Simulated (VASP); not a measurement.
# SiGe (P6_3mc) in VASP: a series of runs, part 2 of 3

VASP 6.6.1. The steps go on from the part before.

## 3. Single point, LDA

The input, INCAR:

```
SYSTEM = SiGe
ALGO = Normal
EDIFF = 1E-6
ENCUT = 520
GGA = CA
ISIF = 2
ISMEAR = 0
LASPH = .True.
LCHARG = .False.
LREAL = .False.
LWAVE = .False.
NBANDS = 26
NELM = 80
PREC = Accurate
SIGMA = 0.03
```

The input, KPOINTS:

```
k-points
0
Gamma
  12 12 6
  0 0 0
```

The input, POSCAR:

```
SiGe
1.0
    3.7634436583      0.0000000000      0.0000000000
   -1.8817218292      3.2592378138      0.0000000000
    0.0000000000      0.0000000000      6.2194898057
Si Ge
2 2
Direct
    0.6666666667      0.3333333333      0.8745031008
    0.3333333333      0.6666666667      0.3745031008
    0.6666666667      0.3333333333      0.4770391519
    0.3333333333      0.6666666667     -0.0229608481
```

Potentials or basis: VASP PAW LDA potentials, release 64 (Si, Ge_d).

Started as:

```sh
cat potpaw_LDA.64/Si/POTCAR potpaw_LDA.64/Ge_d/POTCAR > POTCAR
mpirun -np 1 vasp_std > vasp.out
```

OUTCAR:

```text
SYSTEM = SiGe
   EDIFF = 1E-6
   ENCUT = 520
   GGA = CA
   ISIF = 2
   ISMEAR = 0
   LASPH = .True.
   LREAL = .False.
   NELM = 80
   PREC = Accurate

 ion  position               nearest neighbor table
   1  0.667  0.333  0.875-   4 2.26   4 2.26   4 2.26   3 2.47
   2  0.333  0.667  0.375-   3 2.26   3 2.26   3 2.26   4 2.47
   3  0.667  0.333  0.477-   2 2.26   2 2.26   2 2.26   1 2.47
   4  0.333  0.667  0.977-   1 2.26   1 2.26   1 2.26   2 2.47

  LATTYP: Found a hexagonal cell.
 ALAT       =     3.7634436583
 C/A-ratio  =     1.6526060625

  Lattice vectors:

 A1 = (   3.7634436583,   0.0000000000,   0.0000000000)
 A2 = (  -1.8817218292,   3.2592378138,   0.0000000000)
 A3 = (   0.0000000000,   0.0000000000,   6.2194898057)

Analysis of symmetry for initial positions (statically):
=====================================================================
 Subroutine PRICEL returns:
 Original cell was already a primitive cell.

 Routine SETGRP: Setting up the symmetry group for a
 hexagonal supercell.

 Subroutine GETGRP returns: Found 12 space group operations
 (whereof  6 operations were pure point group operations)
 out of a pool of 24 trial point group operations.

The static configuration has the point symmetry C_3v.
 The point group associated with its full space group is C_6v.

Analysis of symmetry for dynamics (positions and initial velocities):
=====================================================================
 Subroutine PRICEL returns:
 Original cell was already a primitive cell.

 Routine SETGRP: Setting up the symmetry group for a
 hexagonal supercell.

 Subroutine GETGRP returns: Found 12 space group operations
 (whereof  6 operations were pure point group operations)
 out of a pool of 24 trial point group operations.

The dynamic configuration has the point symmetry C_3v.
 The point group associated with its full space group is C_6v.

 Subroutine INISYM returns: Found 12 space group operations
 (whereof  6 operations are pure point group operations),
 and found     1 'primitive' translations

----------------------------------------------------------------------------------------

                                     Primitive cell

  volume of cell :      76.2880

  direct lattice vectors                    reciprocal lattice vectors
     3.763443658  0.000000000  0.000000000     0.265714088  0.153410100  0.000000000
    -1.881721829  3.259237814  0.000000000     0.000000000  0.306820201  0.000000000
     0.000000000  0.000000000  6.219489806     0.000000000  0.000000000  0.160784893

  length of vectors
     3.763443658  3.763443658  6.219489806     0.306820201  0.306820201  0.160784893

  position of ions in fractional coordinates (direct lattice)
     0.666666667  0.333333333  0.874503101
     0.333333333  0.666666667  0.374503101
     0.666666667  0.333333333  0.477039152
     0.333333333  0.666666667  0.977039152

  ion indices of the primitive-cell ions
   primitive index   ion index
                 1           1
                 2           2
                 3           3
                 4           4

----------------------------------------------------------------------------------------

 KPOINTS: k-points

Automatic generation of k-mesh.
 Grid dimensions read from file:
 generate k-points for:   12   12    6

 Generating k-lattice:

  Cartesian coordinates                     Fractional coordinates (reciprocal lattice)
     0.022142841  0.012784175  0.000000000     0.083333333  0.000000000  0.000000000
     0.000000000  0.025568350  0.000000000     0.000000000  0.083333333  0.000000000
     0.000000000  0.000000000  0.026797482     0.000000000  0.000000000  0.166666667

  Length of vectors
     0.025568350  0.025568350  0.026797482

  Shift w.r.t. Gamma in fractional coordinates (k-lattice)
     0.000000000  0.000000000  0.000000000

 Subroutine IBZKPT returns following result:
 ===========================================

 Found     76 irreducible k-points:

 Following reciprocal coordinates:
            Coordinates               Weight
  0.000000  0.000000  0.000000      1.000000
  0.083333 -0.000000  0.000000      6.000000
  0.166667  0.000000  0.000000      6.000000
  0.250000  0.000000  0.000000      6.000000
  0.333333 -0.000000  0.000000      6.000000
  0.416667 -0.000000  0.000000      6.000000
[... 16 lines left out ...]
  0.250000  0.000000  0.166667     12.000000
  0.333333 -0.000000  0.166667     12.000000
 [... further k-points ...]
   k-points           NKPTS =     76   k-points in BZ     NKDIM =     76   number of bands    NBANDS=     26
   number of dos      NEDOS =    301   number of ions     NIONS =      4
   total plane-waves  NPLWV =  37632
   dimension x,y,z NGX =    28 NGY =   28 NGZ =   48
   dimension x,y,z NGXF=    56 NGYF=   56 NGZF=   96
   ions per type =               2   2
   NGX,Y,Z   is equivalent  to a cutoff of  12.37, 12.37, 12.83 a.u.
   NGXF,Y,Z  is equivalent  to a cutoff of  24.74, 24.74, 25.66 a.u.
 SYSTEM =  SiGe
   PREC   = accura    normal or accurate (medium, high low for compatibility)
   ISTART =      0    job   : 0-new  1-cont  2-samecut
   ICHARG =      2    charge: 1-file 2-atom 10-const
   ISPIN  =      1    spin polarized calculation?
   LNONCOLLINEAR =      F non collinear calculations
   LSORBIT =      F    spin-orbit coupling
   LASPH  =      T    aspherical Exc in radial PAW
   ENCUT  =  520.0 eV  38.22 Ry    6.18 a.u.   7.00  7.00 11.56*2*pi/ulx,y,z
   NELM   =     80;   NELMIN=  2; NELMDL= -5     # of ELM steps
   EDIFF  = 0.1E-05   stopping-criterion for ELM
   LREAL  =      F    real-space projection
   EDIFFG = 0.1E-04   stopping-criterion for IOM
   NSW    =      0    number of steps for IOM
   IBRION =     -1    ionic relax: 0-MD 1-quasi-New 2-CG
   NFREE  =      0    steps in history (QN), initial steepest desc. (CG)
   ISIF   =      2    stress and relaxation
   ISYM   =      2    0-nonsym 1-usesym 2-fastsym
   POTIM  = 0.5000    time-step for ionic-motion
   TEBEG  =    0.0;   TEEND  =   0.0 temperature during run
   PSTRESS=    0.0 pullay stress
   NELECT =      36.0000    total number of electrons
   NUPDOWN=      -1.0000    fix difference up-down
   EMIN   =  10.00;   EMAX   =-10.00  energy-range for DOS
   EFERMI =   0.00;   METHOD = LEGACY
   ISMEAR =     0;   SIGMA  =   0.03  broadening in eV -4-tet -1-fermi 0-gaus
   EFERMI_NEDOS =   21; number of points for ismear=-14 and -15
   IALGO  =     38    algorithm
   IMIX   =      4    mixing-type and parameters
     AMIX     =   0.40;   BMIX     =  1.00
     AMIX_MAG =   1.60;   BMIX_MAG =  1.00
  volume/ion in A,a.u.               =      19.07       128.70
  Fermi-wavevector in a.u.,A,eV,Ry     =   1.274550  2.408551 22.102365  1.624478
  Thomas-Fermi vector in A             =   2.407312
   LORBIT       =      0    0 simple, 1 ext, 2 COOP (PROOUT), +10 PAW based schemes
   GGA     = CA    functional components
   LHFCALC =     F    Hartree Fock is set to
   AEXX    =    0.0000 exact exchange contribution
   IVDW    =     0    specifies the selected vdW correction
   LEPSILON=     F    determine dielectric tensor
   LRPA    =     F    only Hartree local field effects (RPA)
 non-spin polarized calculation
 Gauss-broadening in eV      SIGMA  =   0.03
  energy-cutoff  :      520.00
  volume of cell :       76.29
 maximum number of plane-waves:      2073
 NGX is ok and might be reduce to    28
   NGX = 13   NGY = 13   NGZ = 23

 number of electron      36.0000003 magnetization

 Free energy of the ion-electron system (eV)
  ---------------------------------------------------
  ext. energy  EPLUGINS =         0.00000000
  ---------------------------------------------------
  free energy    TOTEN  =       -21.77448299 eV

  energy without entropy =      -21.77426927  energy(sigma->0) =      -21.77437613

 E-fermi :   6.7120     XC(G=0): -10.4523

 val. band max:        6.6216303782   @ k =   0.5000   0.0000   0.0000
 cond. band min:       6.7195948396   @ k =   0.5000   0.0000   0.1667
 fundamental gap:      0.0979644613
 Fermi energy:         6.7119610803

 k-point     1 :       0.0000    0.0000    0.0000
  band No.  band energies     occupation
      1     -18.2346      2.00000
      2     -18.2346      2.00000
      3     -18.2321      2.00000
      4     -18.2321      2.00000
      5     -18.2242      2.00000
      6     -18.2226      2.00000
[... 685 lines left out ...]
     25      13.9621      0.00000
     26      14.1494      0.00000

 [... further k-points ...]

------------------------ aborting loop because EDIFF is reached ----------------------------------------

  FORCE on cell =-STRESS in cart. coord.  units (eV):
  Direction    XX          YY          ZZ          XY          YZ          ZX
  --------------------------------------------------------------------------------------
  -------------------------------------------------------------------------------------
  Total        6.4175183      6.4175183      0.9207158     -0.0000000      0.0000000      0.0000000
  in kB      134.7787638    134.7787638     19.3365930     -0.0000000      0.0000000      0.0000000
  external PRESSURE =      96.2980402 kB  Pullay stress =       0.0000000 kB

 VOLUME and BASIS-vectors are now :
 -----------------------------------------------------------------------------
  energy-cutoff  :      520.00
  volume of cell :       76.29
      direct lattice vectors                 reciprocal lattice vectors
     3.763443658  0.000000000  0.000000000     0.265714088  0.153410100  0.000000000
    -1.881721829  3.259237814  0.000000000     0.000000000  0.306820201  0.000000000
     0.000000000  0.000000000  6.219489806     0.000000000  0.000000000  0.160784893

 POSITION                                       TOTAL-FORCE (eV/Angst)
 -----------------------------------------------------------------------------------
      1.88172      1.08641      5.43896        -0.000000      0.000000     -1.655693
     -0.00000      2.17283      2.32922        -0.000000     -0.000000     -1.655693
      1.88172      1.08641      2.96694        -0.000000      0.000000      1.655693
     -0.00000      2.17283      6.07669         0.000000     -0.000000      1.655693
 -----------------------------------------------------------------------------------
    total drift:                                0.000000      0.000001      0.003153

  FREE ENERGIE OF THE ION-ELECTRON SYSTEM (eV)
  ---------------------------------------------------
  free  energy   TOTEN  =       -21.7744829867 eV

  energy  without entropy=      -21.7742692721  energy(sigma->0) =      -21.77437613
```

OSZICAR:

```text
N       E                     dE             d eps       ncg     rms          rms(c)
DAV:   1     0.267667415612E+03    0.26767E+03   -0.17604E+04  4592   0.306E+03
DAV:   2     0.209040082508E+02   -0.24676E+03   -0.23769E+03  4008   0.644E+02
DAV:   3    -0.206663754559E+02   -0.41570E+02   -0.41148E+02  4756   0.155E+02
DAV:   4    -0.222971787313E+02   -0.16308E+01   -0.16273E+01  4748   0.340E+01
DAV:   5    -0.223305394319E+02   -0.33361E-01   -0.33349E-01  4850   0.542E+00    0.684E+00
DAV:   6    -0.219483111174E+02    0.38223E+00   -0.16692E-01  4570   0.210E+00    0.399E+00
DAV:   7    -0.217729655526E+02    0.17535E+00   -0.29229E-01  4850   0.285E+00    0.285E-01
DAV:   8    -0.217743870419E+02   -0.14215E-02   -0.24639E-02  4730   0.118E+00    0.133E-01
DAV:   9    -0.217744642609E+02   -0.77219E-04   -0.63811E-04  4964   0.161E-01    0.976E-02
DAV:  10    -0.217744839460E+02   -0.19685E-04   -0.77169E-05  5470   0.526E-02    0.337E-02
DAV:  11    -0.217744834220E+02    0.52405E-06   -0.14361E-05  3920   0.233E-02    0.444E-03
DAV:  12    -0.217744829867E+02    0.43526E-06   -0.94017E-07  2702   0.740E-03
   1 F= -.21774483E+02 E0= -.21774376E+02  d E =-.213715E-03
```

stdout:

```text
POSCAR found type information on POSCAR SiGe
 POSCAR found :  2 types and       4 ions
 scaLAPACK will be used
 LDA part: xc-table for (Slater(with rela. corr.)+CA(PZ))
 , standard interpolation
 POSCAR, INCAR and KPOINTS ok, starting setup
 FFT: planning ... GRIDC
 FFT: planning ... GRID_SOFT
 FFT: planning ... GRID
 WAVECAR not read
 entering main loop
```

It took 67 s on 1 thread of Intel Xeon Platinum 8559C (Emerald Rapids), shared host; peak memory 0.24 GiB.

Results:

```yaml
Free_energy: -21.7745 eV
Pressure: 9.6 GPa
Largest_force: 1.656 eV/Å
Band_gap_on_the_k_mesh: zero (band 18 reaches 7.07 eV, above the bottom of band 19 at 6.62 eV)
```

Forces in eV/Å, atoms in the order of the input:
```
Si   0.000  0.000 -1.656
Si   0.000  0.000 -1.656
Ge   0.000  0.000  1.656
Ge   0.000  0.000  1.656
```

Caveat: forces of over 1 eV/Å act on the atoms, so gaps and moduli don't describe the material at rest.

[end of part 2 of 3]
